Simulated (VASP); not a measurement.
# Cd (P6_3/mmc) in VASP: further runs

Cd is run at these levels: PBEsol; tasks: single point.

Program: VASP 6.6.1. These are calculated values, not measurements. Logs are shortened: lines on timing, memory, paths and dates and some standing lists are left out, and cuts for length are marked.

## Step 1: The cell of the first run

It takes space group P6_3/mmc (No. 194, hexagonal). Conventional cell: a = 2.979 Å, b = 2.979 Å, c = 5.477 Å, α = 90.00°, β = 90.00°, γ = 120.00°. Cd (site symmetry -6m2) has 12 Cd at 2.98 to 3.23 Å within 3.9 Å.

## Step 2: Single point, PBEsol (strain +0.000 along x and y, -0.025 along z)

The input, INCAR:

```
PREC = Accurate
ENCUT = 520
EDIFF = 1E-6
ISMEAR = 0
SIGMA = 0.15
LREAL = F
LASPH = T
NELM = 60
ALGO = Fast
ISIF = 2
LWAVE = F
LCHARG = F
GGA = PS
NBANDS = 19
```

The input, KPOINTS:

```
Automatic mesh
0
Gamma
  18 18 8
```

The input, POSCAR:

```
Cd
1.0
    2.9788725081      0.0000000000      0.0000000000
   -1.4894362540      2.5797792666      0.0000000000
    0.0000000000      0.0000000000      5.4772087500
Cd
2
Direct
    0.3333333333      0.6666666667      0.2500000000
    0.6666666667      0.3333333333      0.7500000000
```

Potentials or basis: VASP PAW PBE potentials, release 64 (Cd).

Launch:

```
cat potpaw_PBE.64/Cd/POTCAR > POTCAR
mpirun -np 1 vasp_std > vasp.out
```

OUTCAR:

```text
PREC = Accurate
   ENCUT = 520
   EDIFF = 1E-6
   ISMEAR = 0
   LREAL = F
   LASPH = T
   NELM = 60
   ISIF = 2
   GGA = PS

 ion  position               nearest neighbor table
   1  0.333  0.667  0.250-   2 3.23   2 3.23   2 3.23   2 3.23   2 3.23   2 3.23
   2  0.667  0.333  0.750-   1 3.23   1 3.23   1 3.23   1 3.23   1 3.23   1 3.23

  LATTYP: Found a hexagonal cell.
 ALAT       =     2.9788725081
 C/A-ratio  =     1.8386851855

  Lattice vectors:

 A1 = (   2.9788725081,   0.0000000000,   0.0000000000)
 A2 = (  -1.4894362540,   2.5797792666,   0.0000000000)
 A3 = (   0.0000000000,   0.0000000000,   5.4772087500)

Analysis of symmetry for initial positions (statically):
=====================================================================
 Subroutine PRICEL returns:
 Original cell was already a primitive cell.

 Routine SETGRP: Setting up the symmetry group for a
 hexagonal supercell.

 Subroutine GETGRP returns: Found 24 space group operations
 (whereof 12 operations were pure point group operations)
 out of a pool of 24 trial point group operations.

The static configuration has the point symmetry D_3d.
 The point group associated with its full space group is D_6h.

Analysis of symmetry for dynamics (positions and initial velocities):
=====================================================================
 Subroutine PRICEL returns:
 Original cell was already a primitive cell.

 Routine SETGRP: Setting up the symmetry group for a
 hexagonal supercell.

 Subroutine GETGRP returns: Found 24 space group operations
 (whereof 12 operations were pure point group operations)
 out of a pool of 24 trial point group operations.

The dynamic configuration has the point symmetry D_3d.
 The point group associated with its full space group is D_6h.

 Subroutine INISYM returns: Found 24 space group operations
 (whereof 12 operations are pure point group operations),
 and found     1 'primitive' translations

----------------------------------------------------------------------------------------

                                     Primitive cell

  volume of cell :      42.0914

  direct lattice vectors                    reciprocal lattice vectors
     2.978872508  0.000000000  0.000000000     0.335697482  0.193815032  0.000000000
    -1.489436254  2.579779267  0.000000000     0.000000000  0.387630063  0.000000000
     0.000000000  0.000000000  5.477208750     0.000000000  0.000000000  0.182574747
[... 76 lines left out ...]
   ISTART =      0    job   : 0-new  1-cont  2-samecut
   ICHARG =      2    charge: 1-file 2-atom 10-const
   ISPIN  =      1    spin polarized calculation?
   LNONCOLLINEAR =      F non collinear calculations
   LSORBIT =      F    spin-orbit coupling
   LASPH  =      T    aspherical Exc in radial PAW
   ENCUT  =  520.0 eV  38.22 Ry    6.18 a.u.   5.54  5.54 10.18*2*pi/ulx,y,z
   NELM   =     60;   NELMIN=  2; NELMDL= -5     # of ELM steps
   EDIFF  = 0.1E-05   stopping-criterion for ELM
   LREAL  =      F    real-space projection
   EDIFFG = 0.1E-04   stopping-criterion for IOM
   NSW    =      0    number of steps for IOM
   IBRION =     -1    ionic relax: 0-MD 1-quasi-New 2-CG
   NFREE  =      0    steps in history (QN), initial steepest desc. (CG)
   ISIF   =      2    stress and relaxation
   ISYM   =      2    0-nonsym 1-usesym 2-fastsym
   POTIM  = 0.5000    time-step for ionic-motion
   TEBEG  =    0.0;   TEEND  =   0.0 temperature during run
   PSTRESS=    0.0 pullay stress
   NELECT =      24.0000    total number of electrons
   NUPDOWN=      -1.0000    fix difference up-down
   EMIN   =  10.00;   EMAX   =-10.00  energy-range for DOS
   EFERMI =   0.00;   METHOD = LEGACY
   ISMEAR =     0;   SIGMA  =   0.15  broadening in eV -4-tet -1-fermi 0-gaus
   EFERMI_NEDOS =   21; number of points for ismear=-14 and -15
   IALGO  =     68    algorithm
   IMIX   =      4    mixing-type and parameters
     AMIX     =   0.40;   BMIX     =  1.00
     AMIX_MAG =   1.60;   BMIX_MAG =  1.00
  volume/ion in A,a.u.               =      21.05       142.02
  Fermi-wavevector in a.u.,A,eV,Ry     =   1.357523  2.565347 25.073766  1.842870
  Thomas-Fermi vector in A             =   2.484435
   LORBIT       =      0    0 simple, 1 ext, 2 COOP (PROOUT), +10 PAW based schemes
   GGA     = PS    functional components
   LHFCALC =     F    Hartree Fock is set to
   AEXX    =    0.0000 exact exchange contribution
   IVDW    =     0    specifies the selected vdW correction
   LEPSILON=     F    determine dielectric tensor
   LRPA    =     F    only Hartree local field effects (RPA)
 non-spin polarized calculation
 RMM-DIIS sequential band-by-band and
 Gauss-broadening in eV      SIGMA  =   0.15
  energy-cutoff  :      520.00
  volume of cell :       42.09
 maximum number of plane-waves:      1161
 NGX is ok and might be reduce to    24
   NGX = 11   NGY = 11   NGZ = 21

 number of electron      23.9999996 magnetization

 Free energy of the ion-electron system (eV)
  ---------------------------------------------------
  ext. energy  EPLUGINS =         0.00000000
  ---------------------------------------------------
  free energy    TOTEN  =        -2.40243945 eV

  energy without entropy =       -2.39615674  energy(sigma->0) =       -2.39929810

 E-fermi :   3.0939     XC(G=0): -11.3512

 val. band max:        3.0330694806   @ k =   0.2778   0.0556   0.0000
 cond. band min:       3.1036807318   @ k =   0.3333   0.2778   0.1250
 fundamental gap:      0.0706112512
 Fermi energy:         3.0938993768

 k-point     1 :       0.0000    0.0000    0.0000
  band No.  band energies     occupation
      1      -6.9369      2.00000
      2      -6.6148      2.00000
      3      -6.2661      2.00000
      4      -6.2661      2.00000
      5      -6.2039      2.00000
      6      -6.2039      2.00000
[... 505 lines left out ...]
      6      -5.9563      2.00000
[... 11 lines left out ...]
     18      14.1111      0.00000
     19      14.7949      0.00000

 [... further k-points ...]
[... 5 lines left out ...]
  --------------------------------------------------------------------------------------
  -------------------------------------------------------------------------------------
  Total       -0.0261416     -0.0261416      0.0553428     -0.0000000     -0.0000000      0.0000000
  in kB       -0.9950592     -0.9950592      2.1065784     -0.0000000     -0.0000000      0.0000000
  external PRESSURE =       0.0388200 kB  Pullay stress =       0.0000000 kB

 VOLUME and BASIS-vectors are now :
 -----------------------------------------------------------------------------
  energy-cutoff  :      520.00
  volume of cell :       42.09
      direct lattice vectors                 reciprocal lattice vectors
     2.978872508  0.000000000  0.000000000     0.335697482  0.193815032  0.000000000
    -1.489436254  2.579779267  0.000000000     0.000000000  0.387630063  0.000000000
     0.000000000  0.000000000  5.477208750     0.000000000  0.000000000  0.182574747

 POSITION                                       TOTAL-FORCE (eV/Angst)
 -----------------------------------------------------------------------------------
     -0.00000      1.71985      1.36930         0.000000     -0.000000      0.000000
      1.48944      0.85993      4.10791        -0.000000      0.000000      0.000000
 -----------------------------------------------------------------------------------
    total drift:                                0.000000     -0.000000      0.000000

  FREE ENERGIE OF THE ION-ELECTRON SYSTEM (eV)
  ---------------------------------------------------
  free  energy   TOTEN  =        -2.4024394488 eV

  energy  without entropy=       -2.3961567413  energy(sigma->0) =       -2.39929810
```

OSZICAR:

```text
N       E                     dE             d eps       ncg     rms          rms(c)
DAV:   1     0.175263741416E+03    0.17526E+03   -0.13069E+04  7046   0.127E+03
DAV:   2     0.138991441898E+01   -0.17387E+03   -0.16764E+03  7312   0.334E+02
DAV:   3    -0.257830553158E+01   -0.39682E+01   -0.39601E+01  7999   0.579E+01
DAV:   4    -0.258503247833E+01   -0.67269E-02   -0.67265E-02  7754   0.225E+00
DAV:   5    -0.258505237679E+01   -0.19898E-04   -0.19899E-04  7717   0.120E-01    0.466E+00
RMM:   6    -0.241642701249E+01    0.16863E+00   -0.37878E-01  7078   0.569E+00    0.370E+00
RMM:   7    -0.240425005929E+01    0.12177E-01   -0.24745E-02  7269   0.112E+00    0.198E+00
RMM:   8    -0.240239011188E+01    0.18599E-02   -0.36064E-03  7556   0.827E-01    0.103E-01
RMM:   9    -0.240242073414E+01   -0.30622E-04   -0.18427E-04  7693   0.141E-01    0.325E-02
RMM:  10    -0.240244391945E+01   -0.23185E-04   -0.81369E-05  7524   0.117E-01    0.336E-02
RMM:  11    -0.240243947871E+01    0.44407E-05   -0.17541E-05  7833   0.393E-02    0.207E-03
RMM:  12    -0.240243944884E+01    0.29870E-07   -0.41138E-07  4749   0.661E-03
   1 F= -.24024394E+01 E0= -.23992981E+01  d E =-.628271E-02
```

stdout:

```text
POSCAR found type information on POSCAR Cd
 POSCAR found :  1 types and       2 ions
 scaLAPACK will be used
 -----------------------------------------------------------------------------
|                                                                             |
|                                                                             |
|     You enforced a specific xc type in the INCAR file but a different       |
|     I HOPE YOU KNOW WHAT YOU ARE DOING!                                     |
|                                                                             |
 -----------------------------------------------------------------------------

 LDA part: xc-table for (Slater+PW92), standard interpolation
 POSCAR, INCAR and KPOINTS ok, starting setup
 FFT: planning ... GRIDC
 FFT: planning ... GRID_SOFT
 FFT: planning ... GRID
 WAVECAR not read
 entering main loop
```

Run time: 2.3 min. Hardware: 1 thread of Intel Xeon 8259CL, shared host; peak memory 0.25 GiB.

What came out:

```yaml
Free_energy: -2.4024 eV
Pressure: 0.0 GPa
Band_gap_on_the_k_mesh: zero (bands 12 and 13 overlap by 4.11 eV)
```

Levels at points of the mesh, in eV from the Fermi level:
| k point | band 8 | band 9 | band 10 | band 11 | band 12 | band 13 | band 14 | band 15 | band 16 | band 17 |
| --- | --- | --- | --- | --- | --- | --- | --- | --- | --- | --- |
| (0.00, 0.00, 0.00) | -8.85 | -8.85 | -8.55 | -8.55 | -3.21 | -2.86 | 11.26 | 14.21 | 14.57 | 14.57 |
| (0.50, 0.00, 0.00) | -8.56 | -8.31 | -8.28 | -2.63 | -2.11 | 2.02 | 2.92 | 3.28 | 5.24 | 8.06 |
| (0.00, 0.00, 0.50) | -8.67 | -8.67 | -8.67 | -7.62 | -7.62 | 4.07 | 4.07 | 14.55 | 14.55 | 15.57 |
| (0.50, 0.00, 0.50) | -8.55 | -8.29 | -8.29 | -1.79 | -1.79 | -0.07 | -0.07 | 8.35 | 8.35 | 9.81 |

Caveat: the cell differs from its parent crystal (strain +0.000 along x and y, -0.025 along z); the PAW data sets were made with another functional, which shifts forces and pressure a little.

## Step 3: Single point, PBEsol (strain -0.025 along x and y, +0.025 along z)

The input, INCAR:

```
SYSTEM = Cd
PREC = Accurate ; ENCUT = 520
EDIFF = 1E-6 ; ISMEAR = 0
SIGMA = 0.15 ; LREAL = .FALSE.
LASPH = .TRUE. ; NELM = 100
ALGO = Fast ; ISIF = 2
LWAVE = .FALSE. ; LCHARG = .TRUE.
GGA = PS ; LELF = .TRUE.
LVHAR = .TRUE. ; NBANDS = 19
```

The input, KPOINTS:

```
regular mesh
0
G
  18 18 8
  0 0 0
```

The input, POSCAR:

```
Cd
1.0
    2.9044006954      0.0000000000      0.0000000000
   -1.4522003477      2.5152847850      0.0000000000
    0.0000000000      0.0000000000      5.7580912500
Cd
2
Direct
    0.3333333333      0.6666666667      0.2500000000
    0.6666666667      0.3333333333      0.7500000000
```

Potentials or basis: VASP PAW PBE potentials, release 64 (Cd).

Launch:

```
cat potpaw_PBE.64/Cd/POTCAR > POTCAR
mpirun -np 1 vasp_std > vasp.out
```

OUTCAR:

```text
SYSTEM = Cd
   PREC = Accurate
   ENCUT = 520
   EDIFF = 1E-6
   ISMEAR = 0
   LREAL = .FALSE.
   LASPH = .TRUE.
   NELM = 100
   ISIF = 2
   GGA = PS

 ion  position               nearest neighbor table
   1  0.333  0.667  0.250-   2 3.33   2 3.33   2 3.33   2 3.33   2 3.33   2 3.33
   2  0.667  0.333  0.750-   1 3.33   1 3.33   1 3.33   1 3.33   1 3.33   1 3.33

  LATTYP: Found a hexagonal cell.
 ALAT       =     2.9044006954
 C/A-ratio  =     1.9825402394

  Lattice vectors:

 A1 = (   2.9044006954,   0.0000000000,   0.0000000000)
 A2 = (  -1.4522003477,   2.5152847850,   0.0000000000)
 A3 = (   0.0000000000,   0.0000000000,   5.7580912500)

Analysis of symmetry for initial positions (statically):
=====================================================================
 Subroutine PRICEL returns:
 Original cell was already a primitive cell.

 Routine SETGRP: Setting up the symmetry group for a
 hexagonal supercell.

 Subroutine GETGRP returns: Found 24 space group operations
 (whereof 12 operations were pure point group operations)
 out of a pool of 24 trial point group operations.

The static configuration has the point symmetry D_3d.
 The point group associated with its full space group is D_6h.

Analysis of symmetry for dynamics (positions and initial velocities):
=====================================================================
 Subroutine PRICEL returns:
 Original cell was already a primitive cell.

 Routine SETGRP: Setting up the symmetry group for a
 hexagonal supercell.

 Subroutine GETGRP returns: Found 24 space group operations
 (whereof 12 operations were pure point group operations)
 out of a pool of 24 trial point group operations.

The dynamic configuration has the point symmetry D_3d.
 The point group associated with its full space group is D_6h.

 Subroutine INISYM returns: Found 24 space group operations
 (whereof 12 operations are pure point group operations),
 and found     1 'primitive' translations

[... 107 lines left out ...]
   EMIN   =  10.00;   EMAX   =-10.00  energy-range for DOS
   EFERMI =   0.00;   METHOD = LEGACY
   ISMEAR =     0;   SIGMA  =   0.15  broadening in eV -4-tet -1-fermi 0-gaus
   EFERMI_NEDOS =   21; number of points for ismear=-14 and -15
   IALGO  =     68    algorithm
   IMIX   =      4    mixing-type and parameters
     AMIX     =   0.40;   BMIX     =  1.00
     AMIX_MAG =   1.60;   BMIX_MAG =  1.00
  volume/ion in A,a.u.               =      21.03       141.93
  Fermi-wavevector in a.u.,A,eV,Ry     =   1.357806  2.565882 25.084219  1.843638
  Thomas-Fermi vector in A             =   2.484693
   LORBIT       =      0    0 simple, 1 ext, 2 COOP (PROOUT), +10 PAW based schemes
   GGA     = PS    functional components
   LHFCALC =     F    Hartree Fock is set to
   AEXX    =    0.0000 exact exchange contribution
   IVDW    =     0    specifies the selected vdW correction
   LEPSILON=     F    determine dielectric tensor
   LRPA    =     F    only Hartree local field effects (RPA)
 non-spin polarized calculation
 RMM-DIIS sequential band-by-band and
 Gauss-broadening in eV      SIGMA  =   0.15
  energy-cutoff  :      520.00
  volume of cell :       42.07
 maximum number of plane-waves:      1163
 NGX is ok and might be reduce to    24
   NGX = 11   NGY = 11   NGZ = 21

 number of electron      24.0000003 magnetization

 Free energy of the ion-electron system (eV)
  ---------------------------------------------------
  ext. energy  EPLUGINS =         0.00000000
  ---------------------------------------------------
  free energy    TOTEN  =        -2.39047348 eV

  energy without entropy =       -2.38664588  energy(sigma->0) =       -2.38855968

 E-fermi :   2.9048     XC(G=0): -11.3347

 val. band max:        2.8956357730   @ k =   0.2778   0.0556   0.0000
 cond. band min:       2.9218765182   @ k =   0.3889   0.2222   0.5000
 fundamental gap:      0.0262407452
 Fermi energy:         2.9048016149

 k-point     1 :       0.0000    0.0000    0.0000
  band No.  band energies     occupation
      1      -7.0817      2.00000
      2      -6.8769      2.00000
      3      -6.3350      2.00000
      4      -6.3350      2.00000
      5      -6.2927      2.00000
      6      -6.2927      2.00000
[... 505 lines left out ...]
      6      -5.9291      2.00000
[... 11 lines left out ...]
     18      14.2683      0.00000
     19      15.1416      0.00000

 [... further k-points ...]
[... 5 lines left out ...]
  --------------------------------------------------------------------------------------
  -------------------------------------------------------------------------------------
  Total        0.6754318      0.6754318     -0.1874886      0.0000000      0.0000000      0.0000000
  in kB       25.7258558     25.7258558     -7.1410668      0.0000000      0.0000000      0.0000000
  external PRESSURE =      14.7702149 kB  Pullay stress =       0.0000000 kB

 VOLUME and BASIS-vectors are now :
 -----------------------------------------------------------------------------
  energy-cutoff  :      520.00
  volume of cell :       42.07
      direct lattice vectors                 reciprocal lattice vectors
     2.904400695  0.000000000  0.000000000     0.344305110  0.198784648  0.000000000
    -1.452200348  2.515284785  0.000000000     0.000000000  0.397569296  0.000000000
     0.000000000  0.000000000  5.758091250     0.000000000  0.000000000  0.173668661

 POSITION                                       TOTAL-FORCE (eV/Angst)
 -----------------------------------------------------------------------------------
     -0.00000      1.67686      1.43952        -0.000000     -0.000000      0.000000
      1.45220      0.83843      4.31857         0.000000      0.000000      0.000000
 -----------------------------------------------------------------------------------
    total drift:                               -0.000000      0.000000      0.000000

  FREE ENERGIE OF THE ION-ELECTRON SYSTEM (eV)
  ---------------------------------------------------
  free  energy   TOTEN  =        -2.3904734785 eV

  energy  without entropy=       -2.3866458846  energy(sigma->0) =       -2.38855968
```

stdout:

```text
POSCAR found type information on POSCAR Cd
 POSCAR found :  1 types and       2 ions
 scaLAPACK will be used
 -----------------------------------------------------------------------------
|                                                                             |
|                                                                             |
|     You enforced a specific xc type in the INCAR file but a different       |
|     I HOPE YOU KNOW WHAT YOU ARE DOING!                                     |
|                                                                             |
 -----------------------------------------------------------------------------

 LDA part: xc-table for (Slater+PW92), standard interpolation
 POSCAR, INCAR and KPOINTS ok, starting setup
 FFT: planning ... GRIDC
 FFT: planning ... GRID_SOFT
 FFT: planning ... GRID
 WAVECAR not read
 entering main loop
```

Run time: 2.4 min. Hardware: 1 thread of Intel Xeon 8259CL, shared host; peak memory 0.25 GiB.

What came out:

```
Free energy            : -2.3905 eV
Pressure               : 1.5 GPa
Band gap on the k mesh : zero (bands 12 and 13 overlap by 5.06 eV)
```

Caveat: the cell differs from its parent crystal (strain -0.025 along x and y, +0.025 along z); the PAW data sets were made with another functional, which shifts forces and pressure a little.

The gap in the log of VASP goes by the Fermi energy; the results here count the filled bands.